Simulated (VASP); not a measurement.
Co:

```
CELL_PARAMETERS angstrom
2.47200 0.00000 0.00000
-1.23600 2.14081 0.00000
0.00000 0.00000 4.02114
ATOMIC_POSITIONS crystal
Co 0.66667 0.33333 0.75000
Co 0.33333 0.66667 0.25000
```

| Quantity | Value |
| --- | --- |
| Program | VASP 6.6.1 |
| Task | relaxation of cell and atoms |
| Functional | PBEsol |
| Potentials or basis | VASP PAW PBE potentials, release 64 (Co) |
| Cutoff | 600 eV |
| k mesh | 12 × 12 × 7 |
| Occupations | fermi-dirac, width 0.05 eV |
| Spin | collinear spin, ferromagnetic start |
| Starting moments | [2.0, 2.0] μB |

At the start: pressure -6.7 GPa; volume 10.64 Å³/atom.

Q: How do energy, volume and symmetry change on relaxing?

A: Over 5 steps the energy falls by 7.3 meV/atom and the volume is 10.32 Å³/atom (-3.0 %); space group P6_3/mmc (No. 194, to 0.05 Å); moment 3.10 μB per cell.

Step by step:
```
step  energy change (eV)  largest force (eV/Å)  pressure (GPa)  volume (Å³)
   1              0.0000                0.0000           -6.67        21.28
   2              0.0036                0.0000            8.68        19.94
   3             -0.0145                0.0000            0.07        20.63
   4             -0.0145                0.0000            0.23        20.62
   5             -0.0147                0.0000            0.10        20.63
```

Final structure:
```
Co
1.0
     2.45341    0.00000    0.00000
    -1.22670    2.12471    0.00000
     0.00000    0.00000    3.95783
Co
2
Direct
  0.66667 0.33333 0.75000
  0.33333 0.66667 0.25000
```

Caveat: the PAW data sets were made with another functional, which shifts forces and pressure a little.
